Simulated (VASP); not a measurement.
The system is Pd.

```xyz
8
Lattice="0.0000 3.8930 3.8930 3.8930 0.0000 3.8930 3.8930 3.8930 0.0000" Properties=species:S:1:pos:R:3 pbc="T T T"
Pd    0.0000    0.0000    0.0000
Pd    1.9465    1.9465    0.0000
Pd    1.9465    0.0000    1.9465
Pd    3.8930    1.9465    1.9465
Pd    0.0000    1.9465    1.9465
Pd    1.9465    3.8930    1.9465
Pd    1.9465    1.9465    3.8930
Pd    3.8930    3.8930    3.8930
```

Base run:

- Program: VASP 6.6.1
- Functional: r2SCAN
- Potentials or basis: VASP PAW PBE potentials, release 64 (Pd)
- Cutoff: 520 eV
- k mesh: 7 × 7 × 7
- Occupations: fermi-dirac, width 0.05 eV
- Spin: no spin polarisation

Its results: band gap on the k mesh zero (bands 40 and 41 overlap by 0.48 eV); pressure 3.2 GPa.

Problem. The run is repeated on the same cell with these changes: functional from r2SCAN to LDA; potentials or basis from VASP PAW PBE potentials, release 64 (Pd) to VASP PAW LDA potentials, release 64 (Pd). What comes out?

Solution. Band gap on the k mesh zero (bands 40 and 41 overlap by 0.46 eV); pressure -8.0 GPa.

Caveats: the cell stands under pressure (at least some runs); the PAW data sets were made with another functional, which shifts forces and pressure a little (at least some runs); the cell stands under tension (at least some runs).
